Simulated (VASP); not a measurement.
# Zn (P6_3/mmc) in VASP: further runs

The runs below take Zn through single point, with PBEsol.

Program: VASP 6.6.1. These are calculated values, not measurements. Logs are shortened: lines on timing, memory, paths and dates and some standing lists are left out, and cuts for length are marked.

### 1 The cell of the first run

The structure is hexagonal, space group P6_3/mmc (No. 194). Conventional cell: a = 2.498 Å, b = 2.498 Å, c = 9.255 Å, α = 90.00°, β = 90.00°, γ = 120.00°. Within 3.3 Å of Zn (site symmetry -3m) lie 12 Zn at 2.50 to 2.73 Å. Zn (site symmetry -6m2) has 12 Zn at 2.50 to 2.73 Å within 3.3 Å.

### 2 Single point, PBEsol (volume scaled by 0.88)

INCAR

```
ALGO = Normal
EDIFF = 1E-6
ENCUT = 520
GGA = PS
ISIF = 2
ISMEAR = -1
LASPH = T
LCHARG = F
LREAL = F
LWAVE = F
NBANDS = 32
NELM = 100
PREC = Accurate
SIGMA = 0.1
```

KPOINTS

```
k-points
0
Gamma
  16 16 4
```

POSCAR

```
Zn
1.0
    2.4977306346      0.0000000000      0.0000000000
   -1.2488653173      2.1630981814      0.0000000000
    0.0000000000      0.0000000000      9.2548203336
Zn
4
Direct
    1.0000000000      0.0000000000      1.0000000000
    1.0000000000      1.0000000000      0.5000000000
    0.3333333333      0.6666666667      0.2500000000
    0.6666666667      0.3333333333      0.7500000000
```

Potentials or basis: VASP PAW PBE potentials, release 64 (Zn).

Command:

```console
> cat potpaw_PBE.64/Zn/POTCAR > POTCAR
> mpirun -np 1 vasp_std > vasp.out
```

OUTCAR:

```text
EDIFF = 1E-6
   ENCUT = 520
   GGA = PS
   ISIF = 2
   ISMEAR = -1
   LASPH = T
   LREAL = F
   NELM = 100
   PREC = Accurate

 ion  position               nearest neighbor table
   1  0.000  0.000  0.000-   3 2.73   4 2.73   4 2.73   3 2.73   4 2.73   3 2.73
   2  0.000  0.000  0.500-   3 2.73   4 2.73   4 2.73   3 2.73   4 2.73   3 2.73
   3  0.333  0.667  0.250-   1 2.73   2 2.73   1 2.73   2 2.73   1 2.73   2 2.73
   4  0.667  0.333  0.750-   1 2.73   2 2.73   1 2.73   2 2.73   1 2.73   2 2.73

  LATTYP: Found a hexagonal cell.
 ALAT       =     2.4977306346
 C/A-ratio  =     3.7052915977

  Lattice vectors:

 A1 = (   2.4977306346,   0.0000000000,   0.0000000000)
 A2 = (  -1.2488653173,   2.1630981814,   0.0000000000)
 A3 = (   0.0000000000,   0.0000000000,   9.2548203336)

Analysis of symmetry for initial positions (statically):
=====================================================================
 Subroutine PRICEL returns:
 Original cell was already a primitive cell.

 Routine SETGRP: Setting up the symmetry group for a
 hexagonal supercell.

 Subroutine GETGRP returns: Found 24 space group operations
 (whereof 12 operations were pure point group operations)
 out of a pool of 24 trial point group operations.

The static configuration has the point symmetry D_3d.
 The point group associated with its full space group is D_6h.

Analysis of symmetry for dynamics (positions and initial velocities):
=====================================================================
 Subroutine PRICEL returns:
 Original cell was already a primitive cell.

 Routine SETGRP: Setting up the symmetry group for a
 hexagonal supercell.

 Subroutine GETGRP returns: Found 24 space group operations
 (whereof 12 operations were pure point group operations)
 out of a pool of 24 trial point group operations.

The dynamic configuration has the point symmetry D_3d.
 The point group associated with its full space group is D_6h.

 Subroutine INISYM returns: Found 24 space group operations
 (whereof 12 operations are pure point group operations),
 and found     1 'primitive' translations

----------------------------------------------------------------------------------------

                                     Primitive cell

  volume of cell :      50.0023

  direct lattice vectors                    reciprocal lattice vectors
     2.497730635  0.000000000  0.000000000     0.400363428  0.231149933  0.000000000
    -1.248865317  2.163098181  0.000000000     0.000000000  0.462299866  0.000000000
     0.000000000  0.000000000  9.254820334     0.000000000  0.000000000  0.108051800

  length of vectors
     2.497730635  2.497730635  9.254820334     0.462299866  0.462299866  0.108051800

  position of ions in fractional coordinates (direct lattice)
     0.000000000  0.000000000  0.000000000
     0.000000000  0.000000000  0.500000000
     0.333333333  0.666666667  0.250000000
     0.666666667  0.333333333  0.750000000

  ion indices of the primitive-cell ions
   primitive index   ion index
                 1           1
                 2           2
                 3           3
                 4           4

----------------------------------------------------------------------------------------

 KPOINTS: k-points

Automatic generation of k-mesh.
 Grid dimensions read from file:
 generate k-points for:   16   16    4

 Generating k-lattice:

  Cartesian coordinates                     Fractional coordinates (reciprocal lattice)
     0.025022714  0.014446871  0.000000000     0.062500000  0.000000000  0.000000000
     0.000000000  0.028893742  0.000000000     0.000000000  0.062500000  0.000000000
     0.000000000  0.000000000  0.027012950     0.000000000  0.000000000  0.250000000

  Length of vectors
     0.028893742  0.028893742  0.027012950

  Shift w.r.t. Gamma in fractional coordinates (k-lattice)
     0.000000000  0.000000000  0.000000000

 Subroutine IBZKPT returns following result:
 ===========================================

 Found     90 irreducible k-points:

 Following reciprocal coordinates:
            Coordinates               Weight
  0.000000  0.000000  0.000000      1.000000
  0.062500  0.000000  0.000000      6.000000
  0.125000  0.000000  0.000000      6.000000
  0.187500 -0.000000  0.000000      6.000000
  0.250000  0.000000  0.000000      6.000000
  0.312500  0.000000  0.000000      6.000000
[... 16 lines left out ...]
  0.187500  0.187500  0.000000      6.000000
  0.250000  0.187500  0.000000     12.000000
 [... further k-points ...]
   k-points           NKPTS =     90   k-points in BZ     NKDIM =     90   number of bands    NBANDS=     32
   number of dos      NEDOS =    301   number of ions     NIONS =      4
   total plane-waves  NPLWV =  28000
   dimension x,y,z NGX =    20 NGY =   20 NGZ =   70
   dimension x,y,z NGXF=    40 NGYF=   40 NGZF=  140
   ions per type =               4
   NGX,Y,Z   is equivalent  to a cutoff of  13.31, 13.31, 12.57 a.u.
   NGXF,Y,Z  is equivalent  to a cutoff of  26.62, 26.62, 25.15 a.u.
 SYSTEM =  unknown system
   PREC   = accura    normal or accurate (medium, high low for compatibility)
   ISTART =      0    job   : 0-new  1-cont  2-samecut
   ICHARG =      2    charge: 1-file 2-atom 10-const
   ISPIN  =      1    spin polarized calculation?
   LNONCOLLINEAR =      F non collinear calculations
   LSORBIT =      F    spin-orbit coupling
   LASPH  =      T    aspherical Exc in radial PAW
   ENCUT  =  520.0 eV  38.22 Ry    6.18 a.u.   4.64  4.64 17.21*2*pi/ulx,y,z
   NELM   =    100;   NELMIN=  2; NELMDL= -5     # of ELM steps
   EDIFF  = 0.1E-05   stopping-criterion for ELM
   LREAL  =      F    real-space projection
   EDIFFG = 0.1E-04   stopping-criterion for IOM
   NSW    =      0    number of steps for IOM
   IBRION =     -1    ionic relax: 0-MD 1-quasi-New 2-CG
   NFREE  =      0    steps in history (QN), initial steepest desc. (CG)
   ISIF   =      2    stress and relaxation
   ISYM   =      2    0-nonsym 1-usesym 2-fastsym
   POTIM  = 0.5000    time-step for ionic-motion
   TEBEG  =    0.0;   TEEND  =   0.0 temperature during run
   PSTRESS=    0.0 pullay stress
   NELECT =      48.0000    total number of electrons
   NUPDOWN=      -1.0000    fix difference up-down
   EMIN   =  10.00;   EMAX   =-10.00  energy-range for DOS
   EFERMI =   0.00;   METHOD = LEGACY
   ISMEAR =    -1;   SIGMA  =   0.10  broadening in eV -4-tet -1-fermi 0-gaus
   EFERMI_NEDOS =   21; number of points for ismear=-14 and -15
   IALGO  =     38    algorithm
   IMIX   =      4    mixing-type and parameters
     AMIX     =   0.40;   BMIX     =  1.00
     AMIX_MAG =   1.60;   BMIX_MAG =  1.00
  volume/ion in A,a.u.               =      12.50        84.36
  Fermi-wavevector in a.u.,A,eV,Ry     =   1.614948  3.051810 35.484785  2.608058
  Thomas-Fermi vector in A             =   2.709775
   LORBIT       =      0    0 simple, 1 ext, 2 COOP (PROOUT), +10 PAW based schemes
   GGA     = PS    functional components
   LHFCALC =     F    Hartree Fock is set to
   AEXX    =    0.0000 exact exchange contribution
   IVDW    =     0    specifies the selected vdW correction
   LEPSILON=     F    determine dielectric tensor
   LRPA    =     F    only Hartree local field effects (RPA)
 non-spin polarized calculation
  energy-cutoff  :      520.00
  volume of cell :       50.00
 maximum number of plane-waves:      1378
 NGX is ok and might be reduce to    20
   NGX =  9   NGY =  9   NGZ = 35

 number of electron      48.0000006 magnetization

 Free energy of the ion-electron system (eV)
  ---------------------------------------------------
  ext. energy  EPLUGINS =         0.00000000
  ---------------------------------------------------
  free energy    TOTEN  =        -6.00341879 eV

  energy without entropy =       -5.98775536  energy(sigma->0) =       -5.99558707

 E-fermi :   4.4849     XC(G=0): -12.7732

 val. band max:        4.4572322915   @ k =   0.1875   0.1875   0.0000
 cond. band min:       4.5050580900   @ k =   0.3750   0.0625   0.0000
 fundamental gap:      0.0478257985
 Fermi energy:         4.4849066111

 k-point     1 :       0.0000    0.0000    0.0000
  band No.  band energies     occupation
      1      -7.6330      2.00000
      2      -6.0886      2.00000
      3      -6.0820      2.00000
      4      -5.1541      2.00000
      5      -4.1014      2.00000
      6      -3.9040      2.00000
[... 24 lines left out ...]
     31      24.6983      0.00000
     32      25.1696      0.00000

 k-point     2 :       0.0625    0.0000    0.0000
  band No.  band energies     occupation
      1      -7.5004      2.00000
      2      -5.9706      2.00000
      3      -5.9641      2.00000
      4      -5.0849      2.00000
      5      -4.0807      2.00000
      6      -3.9324      2.00000
[... 24 lines left out ...]
     31      23.4474      0.00000
     32      23.6279      0.00000

 k-point     3 :       0.1250    0.0000    0.0000
  band No.  band energies     occupation
      1      -7.1089      2.00000
      2      -5.6353      2.00000
      3      -5.6293      2.00000
      4      -4.8980      2.00000
      5      -4.0378      2.00000
      6      -4.0214      2.00000
[... 24 lines left out ...]
     31      20.6602      0.00000
     32      21.4650      0.00000

 k-point     4 :       0.1875   -0.0000    0.0000
  band No.  band energies     occupation
      1      -6.4854      2.00000
      2      -5.1688      2.00000
      3      -5.1645      2.00000
      4      -4.6690      2.00000
      5      -4.1334      2.00000
      6      -4.0910      2.00000
[... 654 lines left out ...]
     31      12.2287      0.00000
     32      14.0984      0.00000

 k-point    23 :       0.1875    0.1875    0.0000
  band No.  band energies     occupation
      1      -4.7087      2.00000
      2      -4.4654      2.00000
      3      -4.4402      2.00000
      4      -4.2577      2.00000
      5      -4.2435      2.00000
      6      -4.2392      2.00000
[... 24 lines left out ...]
     31      13.3629      0.00000
     32      13.4952      0.00000

 k-point    24 :       0.2500    0.1875    0.0000
  band No.  band energies     occupation
      1      -4.4974      2.00000
      2      -4.4623      2.00000
      3      -4.3615      2.00000
      4      -4.2943      2.00000
      5      -4.2635      2.00000
      6      -4.2133      2.00000
[... 24 lines left out ...]
     31      12.5398      0.00000
     32      13.9481      0.00000

 [... further k-points ...]

------------------------ aborting loop because EDIFF is reached ----------------------------------------

  FORCE on cell =-STRESS in cart. coord.  units (eV):
  Direction    XX          YY          ZZ          XY          YZ          ZX
  --------------------------------------------------------------------------------------
  -------------------------------------------------------------------------------------
  Total        6.0088058      6.0088058      3.8575996      0.0000000      0.0000000      0.0000000
  in kB      192.5346605    192.5346605    123.6055329      0.0000000      0.0000000      0.0000000
  external PRESSURE =     169.5582846 kB  Pullay stress =       0.0000000 kB

 VOLUME and BASIS-vectors are now :
 -----------------------------------------------------------------------------
  energy-cutoff  :      520.00
  volume of cell :       50.00
      direct lattice vectors                 reciprocal lattice vectors
     2.497730635  0.000000000  0.000000000     0.400363428  0.231149933  0.000000000
    -1.248865317  2.163098181  0.000000000     0.000000000  0.462299866  0.000000000
     0.000000000  0.000000000  9.254820334     0.000000000  0.000000000  0.108051800

 POSITION                                       TOTAL-FORCE (eV/Angst)
 -----------------------------------------------------------------------------------
      0.00000      0.00000      0.00000         0.000000      0.000000      0.000000
      0.00000      0.00000      4.62741         0.000000      0.000000      0.000000
     -0.00000      1.44207      2.31371         0.000000      0.000000      0.000000
      1.24887      0.72103      6.94112        -0.000000      0.000000     -0.000000
 -----------------------------------------------------------------------------------
    total drift:                                0.000000     -0.000000      0.000000

  FREE ENERGIE OF THE ION-ELECTRON SYSTEM (eV)
  ---------------------------------------------------
  free  energy   TOTEN  =        -6.0034187855 eV

  energy  without entropy=       -5.9877553609  energy(sigma->0) =       -5.99558707
```

Run time: 1.9 min. Hardware: 1 thread of Intel Xeon 6975P-C, shared host; peak memory 0.24 GiB.

Results:

- Free energy: -6.0034 eV
- Pressure: 17.0 GPa
- Band gap on the k mesh: zero (band 24 reaches 6.00 eV, above the bottom of band 25 at 1.66 eV)

Caveat: the PAW data sets were made with another functional, which shifts forces and pressure a little.

### 3 Single point, PBEsol (volume scaled by 0.92)

INCAR

```
SYSTEM = Zn
PREC = Accurate ; ENCUT = 520
EDIFF = 1E-7 ; ISMEAR = -1
SIGMA = 0.1 ; LREAL = .FALSE.
LASPH = .TRUE. ; NELM = 60
ALGO = Normal ; ISIF = 2
LWAVE = .FALSE. ; LCHARG = .FALSE.
GGA = PS ; NBANDS = 32
```

KPOINTS

```
Automatic mesh
0
G
  16 16 4
  0 0 0
```

POSCAR

```
Zn
1.0
    2.5350156933      0.0000000000      0.0000000000
   -1.2675078466      2.1953879894      0.0000000000
    0.0000000000      0.0000000000      9.3929723481
Zn
4
Direct
    1.0000000000      0.0000000000      1.0000000000
    1.0000000000      1.0000000000      0.5000000000
    0.3333333333      0.6666666667      0.2500000000
    0.6666666667      0.3333333333      0.7500000000
```

Potentials or basis: VASP PAW PBE potentials, release 64 (Zn).

Command:

```console
> cat potpaw_PBE.64/Zn/POTCAR > POTCAR
> mpirun -np 1 vasp_std > vasp.out
```

Run time: 1.9 min. Hardware: 1 thread of Intel Xeon 6975P-C, shared host; peak memory 0.24 GiB.

It converged, with:

```
Free energy            : -6.1933 eV
Pressure               : 10.1 GPa
Band gap on the k mesh : zero (band 24 reaches 5.57 eV, above the bottom of band 25 at 1.23 eV)
```

Stress tensor (GPa, compression positive):
```
11.52  0.00  0.00
 0.00 11.52  0.00
 0.00  0.00  7.13
```

Levels at points of the mesh, in eV from the Fermi level:
| k point | band 21 | band 22 | band 23 | band 24 | band 25 | band 26 | band 27 | band 28 |
| --- | --- | --- | --- | --- | --- | --- | --- | --- |
| (0.00, 0.00, 0.00) | -7.46 | -7.32 | -7.32 | -4.47 | -2.88 | 5.12 | 5.12 | 15.09 |
| (0.50, 0.00, 0.00) | -3.35 | -2.70 | -2.37 | -1.90 | 0.23 | 0.33 | 3.53 | 4.22 |
| (0.00, 0.00, 0.50) | -7.36 | -7.36 | -6.77 | -6.77 | 0.39 | 0.39 | 10.53 | 10.53 |
| (0.50, 0.00, 0.50) | -3.10 | -3.10 | -2.14 | -2.14 | 0.88 | 0.88 | 2.29 | 2.29 |

Caveat: the PAW data sets were made with another functional, which shifts forces and pressure a little.

[end of part 1 of 2]
